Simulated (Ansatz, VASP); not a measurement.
## Two plane-wave programs on TePb

POSCAR

```
TePb
1.0
    0.0000000000      3.1749425097      3.3336896352
    3.1749425097      0.0000000000      3.3336896352
    3.1749425097      3.1749425097      0.0000000000
Te Pb
1 1
Direct
    0.5000000000      0.5000000000      0.5000000000
    0.0000000000      0.0000000000      0.0000000000
```

INCAR.step1

```
ALGO = Normal ; EDIFF = 1E-4
ENCUT = 520 ; GGA = PE
ISMEAR = 0 ; LASPH = True
LCHARG = False ; LREAL = False
LWAVE = True ; NBANDS = 17
NELM = 60 ; PREC = Accurate
SIGMA = 0.05
```

File INCAR.step2:

```
ALGO = Normal ; EDIFF = 1E-6
ENCUT = 520 ; ISIF = 2
ISMEAR = 0 ; ISTART = 1
LASPH = True ; LCHARG = False
LMIXTAU = True ; LREAL = False
LWAVE = False ; METAGGA = R2SCAN
NBANDS = 17 ; NELM = 60
PREC = Accurate ; SIGMA = 0.05
```

The input KPOINTS:

```
k-points
0
Gamma
  8 8 8
```

Input for Ansatz:

```yaml
crystal:
  lattice:
    - [0.0, 3.1749425097, 3.3336896352]
    - [3.1749425097, 0.0, 3.3336896352]
    - [3.1749425097, 3.1749425097, 0.0]
  atoms:
    - { symbol: Te, position: [0.5, 0.5, 0.5] }
    - { symbol: Pb, position: [0.0, 0.0, 0.0] }
basis:
  ecutwfc: 500
kpoints:
  mp_grid: { grid: [8, 8, 8] }
hamiltonian:
  xc: r2scan
scf:
  occupations: { method: gaussian, width: 0.05 }
output:
  forces: true
  stress: true
  eigenvalues: true
```

Alike in both runs: task single point; functional r2SCAN; k mesh 8 × 8 × 8; occupations gaussian, width 0.05 eV; no spin polarisation.

```csv
,VASP,Ansatz
version,VASP 6.6.1,Ansatz 0.2.0
potentials or method,"VASP PAW PBE potentials, release 64 (Te, Pb_d), cutoff 520 eV","scalar-relativistic, plane waves, PAW"
valence electrons in the cell,20,30
```

Ansatz gave:

- gap on the k mesh at the Fermi level (eV): 0.86
- least direct gap on the mesh (eV): 0.86
- pressure (GPa): 2.0
- traceless stress, the component that is largest in VASP (GPa): -3.80

**Question.** Which values does VASP return?

**Answer.** gap on the k mesh at the Fermi level (eV): 0.87; least direct gap on the mesh (eV): 0.87; pressure (GPa): 2.0; traceless stress, the component that is largest in VASP (GPa): -3.81.

VASP's potentials were made for PBE, not for r2SCAN. With one functional, cell and mesh, what is left measures potentials, basis and numerics. VASP's potentials hold 20 valence electrons a cell and Ansatz's 30, so a difference there can come from the potentials and not from the codes.

Neither program's run includes spin-orbit coupling.
